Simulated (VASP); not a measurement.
Set up this calculation in VASP 6.6.1, as the native input.

```
Task                   : single point
Functional             : RPBE
Potentials or basis    : VASP PAW PBE potentials, release 64 (Li_sv, H)
Cutoff                 : 520 eV
k mesh                 : 4 × 4 × 4, shifted
Occupations            : gaussian, width 0.01 eV
Spin                   : no spin polarisation
Dipole correction      : no
Further INCAR settings : ALGO = Normal; EDIFF = 1e-06; NBANDS = 9
```

The structure of LiH lies in POSCAR:

```
LiH
1.0
    0.0221757995      2.1085425783      1.9732519356
    2.0637489422      0.0543850361      1.9410426991
    2.0095146373      2.0220990369      0.1086193410
Li H
1 1
Direct
    0.0000000000      0.0000000000      0.0000000000
    0.5000000000      0.5000000000      0.5000000000
```

These files were run (other wordings do the same):

INCAR

```
PREC = Accurate ; ENCUT = 520
EDIFF = 1E-6 ; ISMEAR = 0
SIGMA = 0.01 ; LREAL = False
LASPH = True ; NELM = 60
ALGO = Normal ; ISIF = 2
LWAVE = False ; LCHARG = True
GGA = RP ; LELF = True
LVHAR = True ; NBANDS = 9
```

KPOINTS

```
Automatic mesh
0
Gamma
  4 4 4
  0.61 0.05 0.21
```

Potentials or basis: VASP PAW PBE potentials, release 64 (Li_sv, H).

Launch:

```sh
$ cat potpaw_PBE.64/Li_sv/POTCAR potpaw_PBE.64/H/POTCAR > POTCAR
$ mpirun -np 1 vasp_std > vasp.out
```

Results of the run:

- Band gap on the k mesh: 3.67 eV, indirect (least direct gap 3.69 eV)

Caveat: the k points lie up to 0.72 Å⁻¹ apart.

It took 13 s on 1 thread of AMD EPYC 7R43 64-Core Processor (Zen 3), on a shared host, peak memory 0.1 GiB.
